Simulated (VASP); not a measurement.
# MgGe3N (P3m1) in VASP: further runs, part 3 of 3

VASP 6.6.1. Earlier steps stand in the parts before.

### Step 4. Single point, PBE

This run uses another cell than the first one, of 18.69 Å³/atom.

Input file INCAR:

```
SYSTEM = MgGe3N
PREC = Accurate ; ENCUT = 520
EDIFF = 1E-7 ; ISMEAR = 0
SIGMA = 0.1 ; LREAL = .False.
LASPH = .True. ; NELM = 100
ALGO = Normal ; ISIF = 2
LWAVE = .False. ; LCHARG = .False.
GGA = PE ; NBANDS = 32
```

Input file KPOINTS:

```
regular mesh
0
Gamma
  12 12 4
  0 0 0
```

Input file POSCAR:

```
MgGe3N
1.0
    3.5779160007      0.0000000000      0.0000000000
   -1.7889580004      3.0985661492      0.0000000000
    0.0000000000      0.0000000000      8.4291371705
Mg Ge N
1 3 1
Direct
    0.0000000000      0.0000000000      0.0266377619
    0.3333333333      0.6666666667      0.3084595680
    0.6666666667      0.3333333333      0.5102681955
    0.0000000000      0.0000000000      0.6927284646
    0.3333333333      0.6666666667      0.0929060101
```

On the command line:

```
cat potpaw_PBE.64/Mg/POTCAR potpaw_PBE.64/Ge_d/POTCAR potpaw_PBE.64/N/POTCAR > POTCAR
mpirun -np 1 vasp_std > vasp.out
```

Wall time 2.4 min (1 thread of AMD EPYC 9R14 (Zen 4), shared host); peak memory 0.3 GiB.

Results (log left out):

```yaml
Free_energy: -23.4938 eV
Pressure: -0.1 GPa
Largest_force: 0.054 eV/Å
Band_gap_on_the_k_mesh: zero (an odd number of electrons rules out a gap without spin polarisation)
```

Forces in eV/Å, atoms in the order of the input:
```
Mg   0.000  0.000  0.006
Ge   0.000  0.000 -0.054
Ge   0.000  0.000 -0.001
Ge   0.000  0.000  0.016
N    0.000  0.000  0.033
```

Stress tensor (GPa, compression positive):
```
-0.07  0.00  0.00
 0.00 -0.07  0.00
 0.00  0.00 -0.25
```

Levels at points of the mesh, in eV from the Fermi level:
```csv
k point,band 21,band 22,band 23,band 24,band 25,band 26,band 27,band 28,band 29,band 30
"(0.00, 0.00, 0.00)",-1.93,-1.93,1.62,1.62,2.35,2.81,3.29,3.29,5.31,5.34
"(0.50, 0.00, 0.00)",-3.90,-2.73,-2.54,-0.75,-0.54,0.76,2.28,2.39,4.21,4.64
"(0.00, 0.00, 0.50)",-1.93,-1.77,0.25,1.63,1.63,3.22,3.22,3.72,5.34,5.70
"(0.50, 0.00, 0.50)",-3.50,-3.13,-2.52,-0.91,-0.84,0.92,2.49,3.23,4.09,4.52
```

Caveat: an odd number of electrons without spin polarisation forces a metal; a magnetic or distorted state may lie lower.

### Step 5. Single point, PBE

This run uses another cell than the first one, of 18.69 Å³/atom.

Input file INCAR:

```
SYSTEM = MgGe3N
ALGO = Normal ; EDIFF = 1E-7
ENCUT = 520 ; GGA = PE
ISIF = 2 ; ISMEAR = 0
LASPH = .True. ; LCHARG = .False.
LREAL = .False. ; LWAVE = .False.
NBANDS = 32 ; NELM = 80
PREC = Accurate ; SIGMA = 0.1
```

Input file KPOINTS:

```
k-points
0
Gamma
  12 12 4
  0 0 0
```

Input file POSCAR:

```
MgGe3N
1.0
    3.5783424295      0.0000000000      0.0000000000
   -1.7891712148      3.0989354474      0.0000000000
    0.0000000000      0.0000000000      8.4269805664
Mg Ge N
1 3 1
Direct
    0.0000000000      0.0000000000      0.0266361678
    0.3333333333      0.6666666667      0.3084682432
    0.6666666667      0.3333333333      0.5102692318
    0.0000000000      0.0000000000      0.6927216515
    0.3333333333      0.6666666667      0.0929047059
```

Potentials or basis: VASP PAW PBE potentials, release 64 (Mg, Ge_d, N).

On the command line:

```
cat potpaw_PBE.64/Mg/POTCAR potpaw_PBE.64/Ge_d/POTCAR potpaw_PBE.64/N/POTCAR > POTCAR
mpirun -np 1 vasp_std > vasp.out
```

OUTCAR:

```text
SYSTEM = MgGe3N
   EDIFF = 1E-7
   ENCUT = 520
   GGA = PE
   ISIF = 2
   ISMEAR = 0
   LASPH = .True.
   LREAL = .False.
   NELM = 80
   PREC = Accurate

 ion  position               nearest neighbor table
   1  0.000  0.000  0.027-   5 2.14   5 2.14   5 2.14   4 2.81   2 3.15   2 3.15   2 3.15
   2  0.333  0.667  0.308-   5 1.82   3 2.68   3 2.68   3 2.68   1 3.15   1 3.15   1 3.15
   3  0.667  0.333  0.510-   4 2.58   4 2.58   4 2.58   2 2.68   2 2.68   2 2.68
   4  0.000  0.000  0.693-   3 2.58   3 2.58   3 2.58   1 2.81
[... 1046 lines left out ...]
  --------------------------------------------------------------------------------------
  -------------------------------------------------------------------------------------
  Total       -0.0467401     -0.0467401     -0.1258861      0.0000000      0.0000000      0.0000000
  in kB       -0.8013715     -0.8013715     -2.1583503      0.0000000      0.0000000      0.0000000
  external PRESSURE =      -1.2536978 kB  Pullay stress =       0.0000000 kB

 VOLUME and BASIS-vectors are now :
 -----------------------------------------------------------------------------
  energy-cutoff  :      520.00
  volume of cell :       93.45
      direct lattice vectors                 reciprocal lattice vectors
     3.578342430  0.000000000  0.000000000     0.279459001  0.161345729  0.000000000
    -1.789171215  3.098935447  0.000000000     0.000000000  0.322691459  0.000000000
     0.000000000  0.000000000  8.426980566     0.000000000  0.000000000  0.118666466

 POSITION                                       TOTAL-FORCE (eV/Angst)
 -----------------------------------------------------------------------------------
      0.00000      0.00000      0.22446         0.000000     -0.000000      0.005535
     -0.00000      2.06596      2.59946         0.000000     -0.000000     -0.047601
      1.78917      1.03298      4.30003        -0.000000      0.000000     -0.000211
      0.00000      0.00000      5.83755         0.000000     -0.000000      0.015205
     -0.00000      2.06596      0.78291         0.000000      0.000000      0.027071
 -----------------------------------------------------------------------------------
    total drift:                                0.000001      0.000000      0.000380

  FREE ENERGIE OF THE ION-ELECTRON SYSTEM (eV)
  ---------------------------------------------------
  free  energy   TOTEN  =       -23.4938640167 eV

  energy  without entropy=      -23.4855386171  energy(sigma->0) =      -23.48970132
```

stdout:

```text
POSCAR found type information on POSCAR MgGeN
 POSCAR found :  3 types and       5 ions
 scaLAPACK will be used
 LDA part: xc-table for (Slater+PW92), standard interpolation
 POSCAR, INCAR and KPOINTS ok, starting setup
 FFT: planning ... GRIDC
 FFT: planning ... GRID_SOFT
 FFT: planning ... GRID
 WAVECAR not read
 entering main loop
```

It took 2.4 min on 1 thread of AMD EPYC 9R14 (Zen 4), shared host; peak memory 0.3 GiB.

What came out:

```
Free energy            : -23.4939 eV
Pressure               : -0.1 GPa
Largest force          : 0.048 eV/Å
Band gap on the k mesh : zero (an odd number of electrons rules out a gap without spin polarisation)
```

Forces on the atoms (eV/Å):
```
Mg   0.000  0.000  0.006
Ge   0.000  0.000 -0.048
Ge   0.000  0.000  0.000
Ge   0.000  0.000  0.015
N    0.000  0.000  0.027
```

Levels at points of the mesh, in eV from the Fermi level:
| k point | band 23 | band 24 | band 25 | band 26 | band 27 | band 28 |
| --- | --- | --- | --- | --- | --- | --- |
| (0.00, 0.00, 0.00) | 1.62 | 1.62 | 2.35 | 2.81 | 3.28 | 3.28 |
| (0.50, 0.00, 0.00) | -2.54 | -0.76 | -0.53 | 0.76 | 2.28 | 2.39 |
| (0.00, 0.00, 0.50) | 0.25 | 1.63 | 1.63 | 3.22 | 3.22 | 3.72 |
| (0.50, 0.00, 0.50) | -2.52 | -0.91 | -0.84 | 0.92 | 2.49 | 3.24 |

Caveat: an odd number of electrons without spin polarisation forces a metal; a magnetic or distorted state may lie lower.

### Step 6. Summary

| task | cell | k mesh | cutoff (eV) | smearing | gap on the mesh (eV) | pressure (GPa) | largest force (eV/Å) |
| --- | --- | --- | --- | --- | --- | --- | --- |
| single point | a = 3.559, b = 3.559, c = 8.577 Å, angles 90.0, 90.0, 120.0°, 5 atoms, atomic positions A | 5 × 5 × 2 | 520 | gaussian 0.2 eV | none | -0.1 | 0.07 |
| relaxation of cell and atoms | relaxed from a = 3.400, b = 3.400, c = 8.550 Å, angles 90.0, 90.0, 120.0°, 5 atoms, atomic positions B | 5 × 5 × 2 | 600 | gaussian 0.2 eV | none | 0.1 | 0.08 |
| single point | a = 3.578, b = 3.578, c = 8.429 Å, angles 90.0, 90.0, 120.0°, 5 atoms, atomic positions C | 12 × 12 × 4 | 520 | gaussian 0.1 eV | none | -0.1 | 0.05 |
| single point | a = 3.578, b = 3.578, c = 8.427 Å, angles 90.0, 90.0, 120.0°, 5 atoms, atomic positions C | 12 × 12 × 4 | 520 | gaussian 0.1 eV | none | -0.1 | 0.05 |

Alike in all rows: level PBE; potentials or basis VASP PAW PBE potentials, release 64 (Mg, Ge_d, N); no spin polarisation.

Caveats: some runs use coarse meshes; an odd number of electrons without spin polarisation forces a metal; a magnetic or distorted state may lie lower; the relaxation stopped at a loose force limit of 0.08 eV/Å, so its end isn't a converged minimum (at least some runs).

Total energies depend on the potentials used, so only differences within one code and one set of settings carry meaning.
